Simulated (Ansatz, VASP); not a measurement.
## Os: VASP beside Ansatz

```
Os
1.0
     0.00000    1.92788    1.92788
     1.92788    0.00000    1.92788
     1.92788    1.92788    0.00000
Os
1
Direct
  0.00000 0.00000 0.00000
```

Alike in both runs: task single point; functional r2SCAN; k mesh 18 × 18 × 18; occupations gaussian, width 0.05 eV; no spin polarisation.

|  | VASP | Ansatz |
| --- | --- | --- |
| version | VASP 6.6.1 | Ansatz 0.2.0 |
| potentials or method | VASP PAW PBE potentials, release 64 (Os), cutoff 660 eV | scalar-relativistic, plane waves, PAW |
| valence electrons in the cell | 8 | 16 |

Ansatz gave:

```
gap on the k mesh at the Fermi level (eV) : none
pressure (GPa)                            : -7.5
```

Question: Which values does VASP return?

Answer: gap on the k mesh at the Fermi level (eV): none; pressure (GPa): -6.6.

VASP's potentials were made for PBE, not for r2SCAN. A gap of «none» marks a metal or a gap that the smearing closes. VASP's potentials hold 8 valence electrons a cell and Ansatz's 16, so a difference there can come from the potentials and not from the codes.

Neither program's run includes spin-orbit coupling.
